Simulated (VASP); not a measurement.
Ta3W, 4 atoms in the cell. The structure is cubic, space group Fm-3m (No. 225). The conventional cell has a = 6.786 Å, b = 6.786 Å, c = 6.786 Å, α = 90.00°, β = 90.00°, γ = 90.00°. Ta (site symmetry -43m) has 10 Ta at 2.94 to 3.39 Å and 4 W at 2.94 Å within 3.9 Å. Ta (site symmetry m-3m) has 8 Ta at 2.94 Å and 6 W at 3.39 Å within 3.9 Å. W (site symmetry m-3m) has 14 Ta at 2.94 to 3.39 Å within 3.9 Å. 

```yaml
Program: VASP 6.6.1
Task: single point
Functional: LDA
Potentials_or_basis: VASP PAW LDA potentials, release 64 (Ta_pv, W_sv)
Cutoff: 520 eV
k_mesh: 6 × 6 × 6
Occupations: fermi-dirac, width 0.1 eV
Spin: no spin polarisation
Dipole_correction: no
Further_INCAR_settings: ALGO = Normal; EDIFF = 1e-06; NBANDS = 32
```

Potentials or basis: VASP PAW LDA potentials, release 64 (Ta_pv, W_sv).

Run with:

```sh
$ cat potpaw_LDA.64/Ta_pv/POTCAR potpaw_LDA.64/W_sv/POTCAR > POTCAR
$ mpirun -np 1 vasp_std > vasp.out
```

Hardware: 1 thread of Intel(R) Xeon(R) 6975P-C (Granite Rapids), on a shared host.

**Question.** Estimate the wall time of this run.

**Answer.** Run time: 17 s on 1 thread of Intel(R) Xeon(R) 6975P-C (Granite Rapids), on a shared host, peak memory 0.18 GiB. Counts: scf iterations 14, k points 16.
